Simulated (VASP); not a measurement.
# Ge (C2/c) in VASP: single point with LDA

Aim: the single point of Ge with LDA.

All numbers are computed with VASP 6.6.1; they aren't measurements. Logs are shortened: lines on timing, memory, paths and dates and some standing lists are left out, and cuts for length are marked.

### Step 1. The cell of the first run

Symmetry: C2/c, No. 15, monoclinic system. The conventional cell has a = 9.334 Å, b = 6.875 Å, c = 6.880 Å, α = 90.00°, β = 132.71°, γ = 90.00°. Within 3.1 Å of Ge (site symmetry 1) lie 4 Ge at 2.38 to 2.50 Å. Ge (site symmetry 1) has 4 Ge at 2.37 to 2.56 Å within 3.1 Å.

### Step 2. Single point, LDA (engineering shear strain xz -0.0800, engineering shear strain yz +0.0000)

Input file INCAR:

```
  PREC = Accurate
  ENCUT = 520
  EDIFF = 1E-6
  ISMEAR = 0
  SIGMA = 0.15
  LREAL = F
  LASPH = T
  NELM = 80
  ALGO = Fast
  ISIF = 2
  LWAVE = F
  LCHARG = F
  NBANDS = 66
  KPAR = 4
```

Input file KPOINTS:

```
Automatic mesh
0
Gamma
  8 8 8
```

Input file POSCAR:

```
Ge
1.0
   -3.5749546124      3.4374563581      3.5749546124
    3.2999581038     -3.4374563581      3.2999581038
    3.5749546124      3.4374563581     -3.5749546124
Ge
8
Direct
    0.5000000000      0.0000000000      0.7958727303
    0.7958727303      0.5000000000      0.0000000000
    0.0000000000      0.7958727303      0.5000000000
    0.7041272697      0.7041272697      0.7041272697
    0.5000000000      0.0000000000      0.2041272697
    0.2041272697      0.5000000000      0.0000000000
    0.0000000000      0.2041272697      0.5000000000
    0.2958727303      0.2958727303      0.2958727303
```

Potentials or basis: VASP PAW LDA potentials, release 64 (Ge_d).

Run with:

```
$ cat potpaw_LDA.64/Ge_d/POTCAR > POTCAR
$ mpirun -np 4 vasp_std > vasp.out
```

OUTCAR:

```text
PREC = Accurate
   ENCUT = 520
   EDIFF = 1E-6
   ISMEAR = 0
   LREAL = F
   LASPH = T
   NELM = 80
   ISIF = 2

 ion  position               nearest neighbor table
   1  0.500  0.000  0.796-   2 2.38   3 2.47   4 2.47   5 2.50
   2  0.796  0.500  0.000-   1 2.38   4 2.47   3 2.47   6 2.50
   3  0.000  0.796  0.500-   7 2.37   1 2.47   2 2.47   4 2.56
   4  0.704  0.704  0.704-   8 2.37   2 2.47   1 2.47   3 2.56
   5  0.500  0.000  0.204-   6 2.38   7 2.47   8 2.47   1 2.50
   6  0.204  0.500  0.000-   5 2.38   8 2.47   7 2.47   2 2.50
   7  0.000  0.204  0.500-   3 2.37   5 2.47   6 2.47   8 2.56
   8  0.296  0.296  0.296-   4 2.37   6 2.47   5 2.47   7 2.56

  LATTYP: Found a face centered orthorhombic cell.
 ALAT       =     6.8749127162
 B/A-ratio  =     1.3576450199
 C/A-ratio  =     1.4707821049

  Lattice vectors:

 A1 = (   6.8749127162,   0.0000000000,  -0.2749965086)
 A2 = (   3.5749546124,   3.4374563581,  -3.5749546124)
 A3 = (   3.2999581038,   3.4374563581,   3.2999581038)

Analysis of symmetry for initial positions (statically):
=====================================================================
 Subroutine PRICEL returns:
 Original cell was already a primitive cell.

 Routine SETGRP: Setting up the symmetry group for a
 face centered orthorhombic supercell.

 Subroutine GETGRP returns: Found  4 space group operations
 (whereof  2 operations were pure point group operations)
 out of a pool of  8 trial point group operations.

The static configuration has the point symmetry S_2 .
 The point group associated with its full space group is C_2h.

Analysis of symmetry for dynamics (positions and initial velocities):
=====================================================================
 Subroutine PRICEL returns:
 Original cell was already a primitive cell.

 Routine SETGRP: Setting up the symmetry group for a
 face centered orthorhombic supercell.

 Subroutine GETGRP returns: Found  4 space group operations
 (whereof  2 operations were pure point group operations)
 out of a pool of  8 trial point group operations.

The dynamic configuration has the point symmetry S_2 .
 The point group associated with its full space group is C_2h.

 Subroutine INISYM returns: Found  4 space group operations
 (whereof  2 operations are pure point group operations),
 and found     1 'primitive' translations

----------------------------------------------------------------------------------------

                                     Primitive cell

  volume of cell :     162.2094

  direct lattice vectors                    reciprocal lattice vectors
    -3.574954612  3.437456358  3.574954612     0.005827580  0.145456392  0.145689495
     3.299958104 -3.437456358  3.299958104     0.151517075  0.000000000  0.151517075
     3.574954612  3.437456358 -3.574954612     0.145689495  0.145456392  0.005827580

  length of vectors
     6.113649252  5.796167112  6.113649252     0.205953761  0.214277503  0.205953761

  position of ions in fractional coordinates (direct lattice)
     0.500000000  0.000000000  0.795872730
     0.795872730  0.500000000  0.000000000
     0.000000000  0.795872730  0.500000000
     0.704127270  0.704127270  0.704127270
     0.500000000  0.000000000  0.204127270
     0.204127270  0.500000000  0.000000000
     0.000000000  0.204127270  0.500000000
     0.295872730  0.295872730  0.295872730

  ion indices of the primitive-cell ions
   primitive index   ion index
                 1           1
                 2           2
                 3           3
                 4           4
                 5           5
                 6           6
                 7           7
                 8           8

----------------------------------------------------------------------------------------

 KPOINTS: Automatic mesh

Automatic generation of k-mesh.
 Grid dimensions read from file:
 generate k-points for:    8    8    8

 Generating k-lattice:

  Cartesian coordinates                     Fractional coordinates (reciprocal lattice)
     0.000728447  0.018182049  0.018211187     0.125000000  0.000000000  0.000000000
     0.018939634  0.000000000  0.018939634     0.000000000  0.125000000  0.000000000
     0.018211187  0.018182049  0.000728447     0.000000000  0.000000000  0.125000000

  Length of vectors
     0.025744220  0.026784688  0.025744220

  Shift w.r.t. Gamma in fractional coordinates (k-lattice)
     0.000000000  0.000000000  0.000000000

 Subroutine IBZKPT returns following result:
 ===========================================

 Found    150 irreducible k-points:

 Following reciprocal coordinates:
            Coordinates               Weight
  0.000000  0.000000  0.000000      1.000000
  0.125000  0.000000  0.000000      4.000000
 -0.125000  0.125000 -0.000000      4.000000
  0.250000  0.000000  0.000000      4.000000
 -0.250000  0.250000 -0.000000      4.000000
  0.375000  0.000000  0.000000      4.000000
[... 16 lines left out ...]
  0.125000  0.250000 -0.000000      4.000000
 -0.125000  0.375000  0.000000      4.000000
 [... further k-points ...]
   k-points           NKPTS =    150   k-points in BZ     NKDIM =    150   number of bands    NBANDS=     66
   number of dos      NEDOS =    301   number of ions     NIONS =      8
   total plane-waves  NPLWV = 110592
   dimension x,y,z NGX =    48 NGY =   48 NGZ =   48
   dimension x,y,z NGXF=    96 NGYF=   96 NGZF=   96
   ions per type =               8
   NGX,Y,Z   is equivalent  to a cutoff of  13.05, 13.77, 13.05 a.u.
   NGXF,Y,Z  is equivalent  to a cutoff of  26.10, 27.53, 26.10 a.u.
 SYSTEM =  unknown system
   PREC   = accura    normal or accurate (medium, high low for compatibility)
   ISTART =      0    job   : 0-new  1-cont  2-samecut
   ICHARG =      2    charge: 1-file 2-atom 10-const
   ISPIN  =      1    spin polarized calculation?
   LNONCOLLINEAR =      F non collinear calculations
   LSORBIT =      F    spin-orbit coupling
   LASPH  =      T    aspherical Exc in radial PAW
   ENCUT  =  520.0 eV  38.22 Ry    6.18 a.u.  11.37 10.78 11.37*2*pi/ulx,y,z
   NELM   =     80;   NELMIN=  2; NELMDL= -5     # of ELM steps
   EDIFF  = 0.1E-05   stopping-criterion for ELM
   LREAL  =      F    real-space projection
   EDIFFG = 0.1E-04   stopping-criterion for IOM
   NSW    =      0    number of steps for IOM
   IBRION =     -1    ionic relax: 0-MD 1-quasi-New 2-CG
   NFREE  =      0    steps in history (QN), initial steepest desc. (CG)
   ISIF   =      2    stress and relaxation
   ISYM   =      2    0-nonsym 1-usesym 2-fastsym
   POTIM  = 0.5000    time-step for ionic-motion
   TEBEG  =    0.0;   TEEND  =   0.0 temperature during run
   PSTRESS=    0.0 pullay stress
   NELECT =     112.0000    total number of electrons
   NUPDOWN=      -1.0000    fix difference up-down
   EMIN   =  10.00;   EMAX   =-10.00  energy-range for DOS
   EFERMI =   0.00;   METHOD = LEGACY
   ISMEAR =     0;   SIGMA  =   0.15  broadening in eV -4-tet -1-fermi 0-gaus
   EFERMI_NEDOS =   21; number of points for ismear=-14 and -15
   IALGO  =     68    algorithm
   IMIX   =      4    mixing-type and parameters
     AMIX     =   0.40;   BMIX     =  1.00
     AMIX_MAG =   1.60;   BMIX_MAG =  1.00
  volume/ion in A,a.u.               =      20.28       136.83
  Fermi-wavevector in a.u.,A,eV,Ry     =   1.446956  2.734351 28.486286  2.093683
  Thomas-Fermi vector in A             =   2.564966
   LORBIT       =      0    0 simple, 1 ext, 2 COOP (PROOUT), +10 PAW based schemes
   GGA     = CA    functional components
   LHFCALC =     F    Hartree Fock is set to
   AEXX    =    0.0000 exact exchange contribution
   IVDW    =     0    specifies the selected vdW correction
   LEPSILON=     F    determine dielectric tensor
   LRPA    =     F    only Hartree local field effects (RPA)
 non-spin polarized calculation
 RMM-DIIS sequential band-by-band and
 Gauss-broadening in eV      SIGMA  =   0.15
  energy-cutoff  :      520.00
  volume of cell :      162.21
 maximum number of plane-waves:      4410
 NGX is ok and might be reduce to    48
   NGX = 23   NGY = 21   NGZ = 23

 number of electron     112.0000008 magnetization

 Free energy of the ion-electron system (eV)
  ---------------------------------------------------
  ext. energy  EPLUGINS =         0.00000000
  ---------------------------------------------------
  free energy    TOTEN  =       -40.39500623 eV

  energy without entropy =      -40.37833086  energy(sigma->0) =      -40.38666855

 E-fermi :   5.6454     XC(G=0): -10.9754

 val. band max:        5.6437214581   @ k =   0.5000  -0.1250  -0.3750
 cond. band min:       5.6456880766   @ k =   0.3750   0.3750   0.3750
 fundamental gap:      0.0019666185
 Fermi energy:         5.6454013792

 k-point     1 :       0.0000    0.0000    0.0000
  band No.  band energies     occupation
      1     -19.3386      2.00000
      2     -19.3255      2.00000
      3     -19.2953      2.00000
      4     -19.2913      2.00000
      5     -19.2858      2.00000
      6     -19.2810      2.00000
[... 58 lines left out ...]
     65      11.1136      0.00000
     66      12.5578      0.00000

 k-point     2 :       0.1250    0.0000    0.0000
  band No.  band energies     occupation
      1     -19.3376      2.00000
      2     -19.3256      2.00000
      3     -19.2960      2.00000
      4     -19.2914      2.00000
      5     -19.2839      2.00000
      6     -19.2802      2.00000
[... 58 lines left out ...]
     65      11.3935      0.00000
     66      11.7745      0.00000

 k-point     3 :      -0.1250    0.1250   -0.0000
  band No.  band energies     occupation
      1     -19.3384      2.00000
      2     -19.3251      2.00000
      3     -19.2964      2.00000
      4     -19.2887      2.00000
      5     -19.2854      2.00000
      6     -19.2791      2.00000
[... 1438 lines left out ...]
     65      10.5316      0.00000
     66      11.0413      0.00000

 k-point    24 :      -0.1250    0.3750    0.0000
  band No.  band energies     occupation
      1     -19.3304      2.00000
      2     -19.3224      2.00000
      3     -19.2943      2.00000
      4     -19.2809      2.00000
      5     -19.2752      2.00000
      6     -19.2739      2.00000
[... 58 lines left out ...]
     65      10.3395      0.00000
     66      10.9117      0.00000

 [... further k-points ...]

------------------------ aborting loop because EDIFF is reached ----------------------------------------

  FORCE on cell =-STRESS in cart. coord.  units (eV):
  Direction    XX          YY          ZZ          XY          YZ          ZX
  --------------------------------------------------------------------------------------
  -------------------------------------------------------------------------------------
  Total        0.8141341      0.1030122      1.1065911      0.0000000      0.0000000      5.8977720
  in kB        8.0413762      1.0174733     10.9300367      0.0000000      0.0000000     58.2535529
  external PRESSURE =       6.6629621 kB  Pullay stress =       0.0000000 kB

 VOLUME and BASIS-vectors are now :
 -----------------------------------------------------------------------------
  energy-cutoff  :      520.00
  volume of cell :      162.21
      direct lattice vectors                 reciprocal lattice vectors
    -3.574954612  3.437456358  3.574954612     0.005827580  0.145456392  0.145689495
     3.299958104 -3.437456358  3.299958104     0.151517075  0.000000000  0.151517075
     3.574954612  3.437456358 -3.574954612     0.145689495  0.145456392  0.005827580

 POSITION                                       TOTAL-FORCE (eV/Angst)
 -----------------------------------------------------------------------------------
      1.05773      4.45451     -1.05773        -0.017708      0.172830     -0.609602
     -1.19523      1.01705      4.49519         0.017708      0.172830      0.609602
      4.41382     -1.01705      0.83887        -0.238331      0.284062     -0.486427
      2.32359      2.42041      2.32359         0.238331      0.284062      0.486427
     -1.05773      2.42041      1.05773         0.017708     -0.172830      0.609602
      0.92023     -1.01705      2.37972        -0.017708     -0.172830     -0.609602
      2.46109      1.01705     -1.11387         0.238331     -0.284062      0.486427
      0.97637      1.01705      0.97637        -0.238331     -0.284062     -0.486427
 -----------------------------------------------------------------------------------
    total drift:                                0.000000      0.000000      0.000000

  FREE ENERGIE OF THE ION-ELECTRON SYSTEM (eV)
  ---------------------------------------------------
  free  energy   TOTEN  =       -40.3950062350 eV

  energy  without entropy=      -40.3783308553  energy(sigma->0) =      -40.38666855
```

It took 23 min on 4 MPI ranks of Oxide Virtual Turin-like, shared host; peak memory 0.97 GiB.

What came out:

- Free energy: -40.3950 eV
- Pressure: 0.7 GPa
- Largest force: 0.634 eV/Å
- Band gap on the k mesh: zero (bands 56 and 57 overlap by 0.86 eV)

Forces on the atoms (eV/Å):
```
Ge  -0.018  0.173 -0.610
Ge   0.018  0.173  0.610
Ge  -0.238  0.284 -0.486
Ge   0.238  0.284  0.486
Ge   0.018 -0.173  0.610
Ge  -0.018 -0.173 -0.610
Ge   0.238 -0.284  0.486
Ge  -0.238 -0.284 -0.486
```

Caveat: the cell differs from its parent crystal (engineering shear strain xz -0.0800, engineering shear strain yz +0.0000).
